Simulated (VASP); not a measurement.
# HfB3 (Im-3m) in VASP: single point with PBE

Aim: the single point of HfB3 with PBE.

Everything below comes from runs of VASP 6.6.1. Logs are shortened: lines on timing, memory, paths and dates and some standing lists are left out, and cuts for length are marked.

**1. The cell of the first run**

The structure is cubic, space group Im-3m (No. 229). Conventional cell: a = 4.558 Å, b = 4.558 Å, c = 4.558 Å, α = 90.00°, β = 90.00°, γ = 90.00°. Within 3.0 Å of Hf (site symmetry m-3m) lie 6 B at 2.28 Å. B (site symmetry 4/mmm) has 2 Hf at 2.28 Å and 4 B at 2.28 Å within 3.0 Å.

**2. Single point, PBE**

The input, POSCAR:

```
HfB3
1.0
   -2.2790273415      2.2790273415      2.2790273415
    2.2790273415     -2.2790273415      2.2790273415
    2.2790273415      2.2790273415     -2.2790273415
Hf B
1 3
Direct
    0.0000000000      0.0000000000      0.0000000000
    0.0000000000      0.5000000000      0.5000000000
    0.5000000000      0.0000000000      0.5000000000
    0.5000000000      0.5000000000      0.0000000000
```

The input, INCAR.step1:

```
  PREC = Accurate
  ENCUT = 520
  EDIFF = 1E-7
  ISMEAR = 0
  SIGMA = 0.1
  LREAL = False
  LASPH = True
  NELM = 60
  ALGO = Normal
  ISIF = 2
  LWAVE = False
  LCHARG = True
  LMAXMIX = 4
  GGA = PE
  NBANDS = 18
```

The input, KPOINTS.step1:

```
regular mesh
0
Gamma
  14 14 14
```

The input, INCAR.step2:

```
  PREC = Accurate
  ENCUT = 520
  EDIFF = 1E-7
  ISMEAR = -5
  SIGMA = 0.1
  LREAL = False
  LASPH = True
  NELM = 60
  ALGO = Normal
  ISIF = 2
  LWAVE = False
  LCHARG = False
  LMAXMIX = 4
  GGA = PE
  LORBIT = 11
  NEDOS = 2001
  ICHARG = 11
```

The input, KPOINTS.step2:

```
regular mesh
0
Gamma
  21 21 21
```

Potentials or basis: VASP PAW PBE potentials, release 64 (Hf_pv, B).

On the command line:

```bash
$ cat potpaw_PBE.64/Hf_pv/POTCAR potpaw_PBE.64/B/POTCAR > POTCAR
$ cp INCAR.step1 INCAR
$ cp KPOINTS.step1 KPOINTS
$ mpirun -np 1 vasp_std > vasp.out
$ cp INCAR.step2 INCAR
$ cp KPOINTS.step2 KPOINTS
$ mpirun -np 1 vasp_std > vasp.out
```

OUTCAR:

```text
PREC = Accurate
   ENCUT = 520
   EDIFF = 1E-7
   ISMEAR = -5
   LREAL = False
   LASPH = True
   NELM = 60
   ISIF = 2
   GGA = PE
   LORBIT = 11
   ICHARG = 11

 ion  position               nearest neighbor table
   1  0.000  0.000  0.000-   2 2.28   3 2.28   4 2.28   2 2.28   3 2.28   4 2.28
   2  0.000  0.500  0.500-   1 2.28   1 2.28
   3  0.500  0.000  0.500-   1 2.28   1 2.28
   4  0.500  0.500  0.000-   1 2.28   1 2.28

  LATTYP: Found a body centered cubic cell.
 ALAT       =     4.5580546830

  Lattice vectors:

 A1 = (  -2.2790273415,   2.2790273415,   2.2790273415)
 A2 = (   2.2790273415,  -2.2790273415,   2.2790273415)
 A3 = (   2.2790273415,   2.2790273415,  -2.2790273415)

Analysis of symmetry for initial positions (statically):
=====================================================================
 Subroutine PRICEL returns:
 Original cell was already a primitive cell.

 Routine SETGRP: Setting up the symmetry group for a
 body centered cubic supercell.

 Subroutine GETGRP returns: Found 48 space group operations
 (whereof 48 operations were pure point group operations)
 out of a pool of 48 trial point group operations.

The static configuration has the point symmetry O_h .

Analysis of symmetry for dynamics (positions and initial velocities):
=====================================================================
 Subroutine PRICEL returns:
 Original cell was already a primitive cell.

 Routine SETGRP: Setting up the symmetry group for a
 body centered cubic supercell.

 Subroutine GETGRP returns: Found 48 space group operations
 (whereof 48 operations were pure point group operations)
 out of a pool of 48 trial point group operations.

The dynamic configuration has the point symmetry O_h .

 Subroutine INISYM returns: Found 48 space group operations
 (whereof 48 operations are pure point group operations),
 and found     1 'primitive' translations

----------------------------------------------------------------------------------------

                                     Primitive cell

  volume of cell :      47.3488

  direct lattice vectors                    reciprocal lattice vectors
    -2.279027341  2.279027341  2.279027341     0.000000000  0.219391839  0.219391839
     2.279027341 -2.279027341  2.279027341     0.219391839  0.000000000  0.219391839
     2.279027341  2.279027341 -2.279027341     0.219391839  0.219391839  0.000000000

  length of vectors
     3.947391147  3.947391147  3.947391147     0.310266914  0.310266914  0.310266914

  position of ions in fractional coordinates (direct lattice)
     0.000000000  0.000000000  0.000000000
     0.000000000  0.500000000  0.500000000
     0.500000000  0.000000000  0.500000000
     0.500000000  0.500000000  0.000000000

  ion indices of the primitive-cell ions
   primitive index   ion index
                 1           1
                 2           2
                 3           3
                 4           4

----------------------------------------------------------------------------------------

 KPOINTS: regular mesh

Automatic generation of k-mesh.
 Grid dimensions read from file:
 generate k-points for:   21   21   21

 Generating k-lattice:

  Cartesian coordinates                     Fractional coordinates (reciprocal lattice)
     0.000000000  0.010447230  0.010447230     0.047619048  0.000000000  0.000000000
     0.010447230  0.000000000  0.010447230     0.000000000  0.047619048  0.000000000
     0.010447230  0.010447230  0.000000000     0.000000000  0.000000000  0.047619048

  Length of vectors
     0.014774615  0.014774615  0.014774615

  Shift w.r.t. Gamma in fractional coordinates (k-lattice)
     0.000000000  0.000000000  0.000000000

 TETIRR: Found  10986 inequivalent tetrahedra from    55566

 Subroutine IBZKPT returns following result:
 ===========================================

 Found    286 irreducible k-points:

 Following reciprocal coordinates:
            Coordinates               Weight
  0.000000  0.000000  0.000000      1.000000
  0.047619  0.000000  0.000000     12.000000
  0.095238  0.000000  0.000000     12.000000
  0.142857  0.000000  0.000000     12.000000
  0.190476  0.000000  0.000000     12.000000
  0.238095  0.000000  0.000000     12.000000
[... 16 lines left out ...]
  0.142857  0.095238  0.000000     48.000000
  0.190476  0.095238  0.000000     48.000000
 [... further k-points ...]
   k-points           NKPTS =    286   k-points in BZ     NKDIM =    286   number of bands    NBANDS=     13
   number of dos      NEDOS =   2001   number of ions     NIONS =      4
   total plane-waves  NPLWV =  27000
   dimension x,y,z NGX =    30 NGY =   30 NGZ =   30
   dimension x,y,z NGXF=    60 NGYF=   60 NGZF=   60
   ions per type =               1   3
   NGX,Y,Z   is equivalent  to a cutoff of  12.63, 12.63, 12.63 a.u.
   NGXF,Y,Z  is equivalent  to a cutoff of  25.27, 25.27, 25.27 a.u.
 SYSTEM =  unknown system
   PREC   = accura    normal or accurate (medium, high low for compatibility)
   ISTART =      0    job   : 0-new  1-cont  2-samecut
   ICHARG =     11    charge: 1-file 2-atom 10-const
   ISPIN  =      1    spin polarized calculation?
   LNONCOLLINEAR =      F non collinear calculations
   LSORBIT =      F    spin-orbit coupling
   LASPH  =      T    aspherical Exc in radial PAW
   ENCUT  =  520.0 eV  38.22 Ry    6.18 a.u.   7.34  7.34  7.34*2*pi/ulx,y,z
   NELM   =     60;   NELMIN=  2; NELMDL=  0     # of ELM steps
   EDIFF  = 0.1E-06   stopping-criterion for ELM
   LREAL  =      F    real-space projection
   EDIFFG = 0.1E-05   stopping-criterion for IOM
   NSW    =      0    number of steps for IOM
   IBRION =     -1    ionic relax: 0-MD 1-quasi-New 2-CG
   NFREE  =      0    steps in history (QN), initial steepest desc. (CG)
   ISIF   =      2    stress and relaxation
   ISYM   =      2    0-nonsym 1-usesym 2-fastsym
   POTIM  = 0.5000    time-step for ionic-motion
   TEBEG  =    0.0;   TEEND  =   0.0 temperature during run
   PSTRESS=    0.0 pullay stress
   NELECT =      19.0000    total number of electrons
   NUPDOWN=      -1.0000    fix difference up-down
   EMIN   =  10.00;   EMAX   =-10.00  energy-range for DOS
   EFERMI =   0.00;   METHOD = LEGACY
   ISMEAR =    -5;   SIGMA  =   0.10  broadening in eV -4-tet -1-fermi 0-gaus
   EFERMI_NEDOS =   21; number of points for ismear=-14 and -15
   IALGO  =     38    algorithm
   IMIX   =      4    mixing-type and parameters
     AMIX     =   0.40;   BMIX     =  1.00
     AMIX_MAG =   1.60;   BMIX_MAG =  1.00
  volume/ion in A,a.u.               =      11.84        79.88
  Fermi-wavevector in a.u.,A,eV,Ry     =   1.207507  2.281858 19.838306  1.458074
  Thomas-Fermi vector in A             =   2.343143
   LORBIT       =     11    0 simple, 1 ext, 2 COOP (PROOUT), +10 PAW based schemes
   GGA     = PE    functional components
   LHFCALC =     F    Hartree Fock is set to
   AEXX    =    0.0000 exact exchange contribution
   IVDW    =     0    specifies the selected vdW correction
   LEPSILON=     F    determine dielectric tensor
   LRPA    =     F    only Hartree local field effects (RPA)
 non-spin polarized calculation
 Fermi weights with tetrahedron method with Bloechl corrections
  energy-cutoff  :      520.00
  volume of cell :       47.35
 maximum number of plane-waves:      1292
 NGX is ok and might be reduce to    30

 number of electron      18.9999996 magnetization

 Free energy of the ion-electron system (eV)
  ---------------------------------------------------
  ext. energy  EPLUGINS =         0.00000000
  ---------------------------------------------------
  free energy    TOTEN  =       -24.92120984 eV

  energy without entropy =      -24.92120984  energy(sigma->0) =      -24.92120984

 E-fermi :   5.1209     XC(G=0): -11.3350

 val. band max:        5.2095145573   @ k =  -0.4762   0.4762   0.2381
 cond. band min:       5.0266726612   @ k =   0.1905   0.1905   0.0476
 fundamental gap:     -0.1828418961
 Fermi energy:         5.1208581764

 k-point     1 :       0.0000    0.0000    0.0000
  band No.  band energies     occupation
      1     -25.1909      2.00000
      2     -25.1909      2.00000
      3     -25.1909      2.00000
      4      -6.5921      2.00000
      5       1.9302      2.00000
      6       1.9302      2.00000
      7       2.9463      2.00000
      8       2.9463      2.00000
      9       2.9463      2.00000
     10       5.2801      0.00000
     11       5.2801      0.00000
     12       5.2801      0.00000
     13       6.5911      0.00000

 k-point     2 :       0.0476    0.0000    0.0000
  band No.  band energies     occupation
      1     -25.1926      2.00000
      2     -25.1914      2.00000
      3     -25.1906      2.00000
      4      -6.5573      2.00000
      5       1.6563      2.00000
      6       1.8511      2.00000
      7       2.8335      2.00000
      8       3.0799      2.00000
      9       3.1157      2.00000
     10       5.2770     -0.00004
     11       5.4124      0.00000
     12       5.4365      0.00000
     13       6.4880      0.00000
[... 321 lines left out ...]
 k-point    23 :       0.1429    0.0952    0.0000
  band No.  band energies     occupation
      1     -25.2186      2.00000
      2     -25.1976      2.00000
      3     -25.1899      2.00000
      4      -5.9486      2.00000
      5      -0.1355      2.00000
      6       0.8640      2.00000
      7       2.5243      2.00000
      8       3.1617      2.00000
      9       4.4288      2.00000
     10       4.6567      2.01951
     11       5.2623     -0.00751
     12       6.2100      0.00000
     13       6.8126      0.00000

 k-point    24 :       0.1905    0.0952    0.0000
  band No.  band energies     occupation
      1     -25.2283      2.00000
      2     -25.2016      2.00000
      3     -25.1887      2.00000
      4      -5.6570      2.00000
      5      -0.6413      2.00000
      6       0.6627      2.00000
      7       2.3268      2.00000
      8       3.1200      2.00000
      9       4.4834      2.00000
     10       4.5553      2.01524
     11       5.1760      0.04868
     12       6.2193      0.00000
     13       7.1600      0.00000

 [... further k-points ...]

------------------------ aborting loop because EDIFF is reached ----------------------------------------

  FORCE on cell =-STRESS in cart. coord.  units (eV):
  Direction    XX          YY          ZZ          XY          YZ          ZX
  --------------------------------------------------------------------------------------
  -------------------------------------------------------------------------------------
  Total        0.1060362      0.1060362      0.1060362     -0.0000000      0.0000000     -0.0000000
  in kB        3.5880292      3.5880292      3.5880292     -0.0000000      0.0000000     -0.0000000
  external PRESSURE =       3.5880292 kB  Pullay stress =       0.0000000 kB

 VOLUME and BASIS-vectors are now :
 -----------------------------------------------------------------------------
  energy-cutoff  :      520.00
  volume of cell :       47.35
      direct lattice vectors                 reciprocal lattice vectors
    -2.279027341  2.279027341  2.279027341     0.000000000  0.219391839  0.219391839
     2.279027341 -2.279027341  2.279027341     0.219391839  0.000000000  0.219391839
     2.279027341  2.279027341 -2.279027341     0.219391839  0.219391839  0.000000000

 POSITION                                       TOTAL-FORCE (eV/Angst)
 -----------------------------------------------------------------------------------
      0.00000      0.00000      0.00000         0.000000     -0.000000     -0.000000
      2.27903      0.00000      0.00000        -0.000000      0.000000     -0.000000
      0.00000      2.27903      0.00000        -0.000000      0.000000      0.000000
      0.00000      0.00000      2.27903         0.000000     -0.000000     -0.000000
 -----------------------------------------------------------------------------------
    total drift:                               -0.000000     -0.000000      0.000000

  FREE ENERGIE OF THE ION-ELECTRON SYSTEM (eV)
  ---------------------------------------------------
  free  energy   TOTEN  =       -24.9212098407 eV

  energy  without entropy=      -24.9212098407  energy(sigma->0) =      -24.92120984

 total charge

# of ion       s       p       d       tot
------------------------------------------
    1        0.433   6.484   1.810   8.728
    2        0.755   0.888   0.000   1.643
    3        0.755   0.888   0.000   1.643
    4        0.755   0.888   0.000   1.643
--------------------------------------------------
tot          2.699   9.147   1.810  13.657
```

Wall time 3.1 min (1 thread of Intel Xeon Platinum 8488C (Sapphire Rapids), shared host); peak memory 0.31 GiB.

What came out:

```
Valence electrons inside the program's atomic spheres : Hf 8.73; B 1.64
```

Caveat: spin-orbit coupling is left out, which moves the levels of the heavy elements; tetrahedron occupations give inexact forces and stress in metals.
